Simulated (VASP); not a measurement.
# Au (Fm-3m) in VASP: single point with PBEsol

Aim: the single point of Au with PBEsol.

Everything below comes from runs of VASP 6.6.1. Logs are shortened: lines on timing, memory, paths and dates and some standing lists are left out, and cuts for length are marked.

## 1. The cell of the first run

Symmetry: Fm-3m, No. 225, cubic system. The conventional cell has a = 6.302 Å, b = 6.302 Å, c = 6.302 Å, α = 90.00°, β = 90.00°, γ = 90.00°. Within 5.8 Å of Au (site symmetry m-3m) lie 12 Au at 4.46 Å.

## 2. Single point, PBEsol

INCAR reads:

```
PREC = Accurate
ENCUT = 500
EDIFF = 1E-6
ISMEAR = -1
SIGMA = 0.15
LREAL = F
LASPH = T
NELM = 120
ALGO = Normal
ISIF = 2
LWAVE = F
LCHARG = T
GGA = PS
LELF = T
LVHAR = T
NBANDS = 12
GGA_COMPAT = F
```

KPOINTS reads:

```
regular mesh
0
Gamma
  6 6 6
```

POSCAR reads:

```
Au
1.0
    0.0000000000      3.1510000000      3.1510000000
    3.1510000000      0.0000000000      3.1510000000
    3.1510000000      3.1510000000      0.0000000000
Au
1
Direct
    0.0000000000      0.0000000000      0.0000000000
```

Potentials or basis: VASP PAW PBE potentials, release 64 (Au).

Run with:

```
> cat potpaw_PBE.64/Au/POTCAR > POTCAR
> mpirun -np 1 vasp_std > vasp.out
```

OUTCAR:

```text
PREC = Accurate
   ENCUT = 500
   EDIFF = 1E-6
   ISMEAR = -1
   LREAL = F
   LASPH = T
   NELM = 120
   ISIF = 2
   GGA = PS

 ion  position               nearest neighbor table
   1  0.000  0.000  0.000-

  LATTYP: Found a face centered cubic cell.
 ALAT       =     6.3020000000

  Lattice vectors:

 A1 = (   0.0000000000,   3.1510000000,   3.1510000000)
 A2 = (   3.1510000000,   0.0000000000,   3.1510000000)
 A3 = (   3.1510000000,   3.1510000000,   0.0000000000)

Analysis of symmetry for initial positions (statically):
=====================================================================
 Subroutine PRICEL returns:
 Original cell was already a primitive cell.

 Routine SETGRP: Setting up the symmetry group for a
 face centered cubic supercell.

 Subroutine GETGRP returns: Found 48 space group operations
 (whereof 48 operations were pure point group operations)
 out of a pool of 48 trial point group operations.

The static configuration has the point symmetry O_h .

Analysis of symmetry for dynamics (positions and initial velocities):
=====================================================================
 Subroutine PRICEL returns:
 Original cell was already a primitive cell.

 Routine SETGRP: Setting up the symmetry group for a
 face centered cubic supercell.

 Subroutine GETGRP returns: Found 48 space group operations
 (whereof 48 operations were pure point group operations)
 out of a pool of 48 trial point group operations.

The dynamic configuration has the point symmetry O_h .

 Subroutine INISYM returns: Found 48 space group operations
 (whereof 48 operations are pure point group operations),
 and found     1 'primitive' translations

----------------------------------------------------------------------------------------

                                     Primitive cell

  volume of cell :      62.5713

  direct lattice vectors                    reciprocal lattice vectors
     0.000000000  3.151000000  3.151000000    -0.158679784  0.158679784  0.158679784
     3.151000000  0.000000000  3.151000000     0.158679784 -0.158679784  0.158679784
     3.151000000  3.151000000  0.000000000     0.158679784  0.158679784 -0.158679784

  length of vectors
     4.456186935  4.456186935  4.456186935     0.274841448  0.274841448  0.274841448

  position of ions in fractional coordinates (direct lattice)
     0.000000000  0.000000000  0.000000000

  ion indices of the primitive-cell ions
   primitive index   ion index
                 1           1

[... 69 lines left out ...]
   ISYM   =      2    0-nonsym 1-usesym 2-fastsym
   POTIM  = 0.5000    time-step for ionic-motion
   TEBEG  =    0.0;   TEEND  =   0.0 temperature during run
   PSTRESS=    0.0 pullay stress
   NELECT =      11.0000    total number of electrons
   NUPDOWN=      -1.0000    fix difference up-down
   EMIN   =  10.00;   EMAX   =-10.00  energy-range for DOS
   EFERMI =   0.00;   METHOD = LEGACY
   ISMEAR =    -1;   SIGMA  =   0.15  broadening in eV -4-tet -1-fermi 0-gaus
   EFERMI_NEDOS =   21; number of points for ismear=-14 and -15
   IALGO  =     38    algorithm
   IMIX   =      4    mixing-type and parameters
     AMIX     =   0.40;   BMIX     =  1.00
     AMIX_MAG =   1.60;   BMIX_MAG =  1.00
  volume/ion in A,a.u.               =      62.57       422.25
  Fermi-wavevector in a.u.,A,eV,Ry     =   0.917094  1.733057 11.443342  0.841062
  Thomas-Fermi vector in A             =   2.042024
   LORBIT       =      0    0 simple, 1 ext, 2 COOP (PROOUT), +10 PAW based schemes
   GGA     = PS    functional components
   LHFCALC =     F    Hartree Fock is set to
   AEXX    =    0.0000 exact exchange contribution
   IVDW    =     0    specifies the selected vdW correction
   LEPSILON=     F    determine dielectric tensor
   LRPA    =     F    only Hartree local field effects (RPA)
 non-spin polarized calculation
  energy-cutoff  :      500.00
  volume of cell :       62.57
 maximum number of plane-waves:      1639
   NGX = 17   NGY = 17   NGZ = 17

 number of electron      11.0000002 magnetization

 Free energy of the ion-electron system (eV)
  ---------------------------------------------------
  ext. energy  EPLUGINS =         0.00000000
  ---------------------------------------------------
  free energy    TOTEN  =        -0.73509326 eV

  energy without entropy =       -0.64645195  energy(sigma->0) =       -0.69077261

 E-fermi :  -2.0831     XC(G=0):  -6.4234

 val. band max:       -2.1505216368   @ k =   0.5000   0.3333   0.1667
 cond. band min:      -1.9737060264   @ k =   0.5000   0.0000   0.0000
 fundamental gap:      0.1768156104
 Fermi energy:        -2.0831163152

 k-point     1 :       0.0000    0.0000    0.0000
  band No.  band energies     occupation
      1      -4.0472      2.00000
      2      -3.5603      1.99989
      3      -3.5603      1.99989
      4      -3.5603      1.99989
      5      -3.4476      1.99978
      6      -3.4476      1.99978
      7       7.5051      0.00000
      8       7.5051      0.00000
      9       7.5051      0.00000
     10       8.9224      0.00000
     11       9.9644      0.00000
     12      11.3943      0.00000
[... 211 lines left out ...]
 k-point    16 :      -0.3333    0.5000    0.1667
  band No.  band energies     occupation
      1      -3.6290      1.99993
      2      -3.6243      1.99993
      3      -3.4381      1.99976
      4      -3.4037      1.99970
      5      -3.3232      1.99949
      6      -1.3852      0.01890
      7       1.9422      0.00000
      8       3.3486      0.00000
      9       3.7382      0.00000
     10       8.6040      0.00000
     11       9.6144      0.00000
     12      12.6460      0.00000

------------------------ aborting loop because EDIFF is reached ----------------------------------------

  FORCE on cell =-STRESS in cart. coord.  units (eV):
  Direction    XX          YY          ZZ          XY          YZ          ZX
  --------------------------------------------------------------------------------------
  -------------------------------------------------------------------------------------
  Total       -1.3388426     -1.3388426     -1.3388426      0.0000000      0.0000000      0.0000000
  in kB      -34.2819022    -34.2819022    -34.2819022      0.0000000      0.0000000      0.0000000
  external PRESSURE =     -34.2819022 kB  Pullay stress =       0.0000000 kB

 VOLUME and BASIS-vectors are now :
 -----------------------------------------------------------------------------
  energy-cutoff  :      500.00
  volume of cell :       62.57
      direct lattice vectors                 reciprocal lattice vectors
     0.000000000  3.151000000  3.151000000    -0.158679784  0.158679784  0.158679784
     3.151000000  0.000000000  3.151000000     0.158679784 -0.158679784  0.158679784
     3.151000000  3.151000000  0.000000000     0.158679784  0.158679784 -0.158679784

 POSITION                                       TOTAL-FORCE (eV/Angst)
 -----------------------------------------------------------------------------------
      0.00000      0.00000      0.00000         0.000000      0.000000     -0.000000
 -----------------------------------------------------------------------------------
    total drift:                                0.000000      0.000000      0.000000

  FREE ENERGIE OF THE ION-ELECTRON SYSTEM (eV)
  ---------------------------------------------------
  free  energy   TOTEN  =        -0.7350932631 eV

  energy  without entropy=       -0.6464519527  energy(sigma->0) =       -0.69077261
```

stdout:

```text
POSCAR found type information on POSCAR Au
 POSCAR found :  1 types and       1 ions
 scaLAPACK will be used
 -----------------------------------------------------------------------------
|                                                                             |
|                                                                             |
|     You enforced a specific xc type in the INCAR file but a different       |
|     I HOPE YOU KNOW WHAT YOU ARE DOING!                                     |
|                                                                             |
 -----------------------------------------------------------------------------

 LDA part: xc-table for (Slater+PW92), standard interpolation
 POSCAR, INCAR and KPOINTS ok, starting setup
 FFT: planning ... GRIDC
 FFT: planning ... GRID_SOFT
 FFT: planning ... GRID
 WAVECAR not read
 entering main loop
```

It took 5.6 s on 1 thread of Intel Xeon 6975P-C (Granite Rapids), shared host; peak memory 0.16 GiB.

What came out:

| Item | Value |
| --- | --- |
| Free energy | -0.7351 eV |
| Pressure | -3.4 GPa |

Caveat: the PAW data sets were made with another functional, which shifts forces and pressure a little; spin-orbit coupling is left out, which moves the levels of the heavy elements.
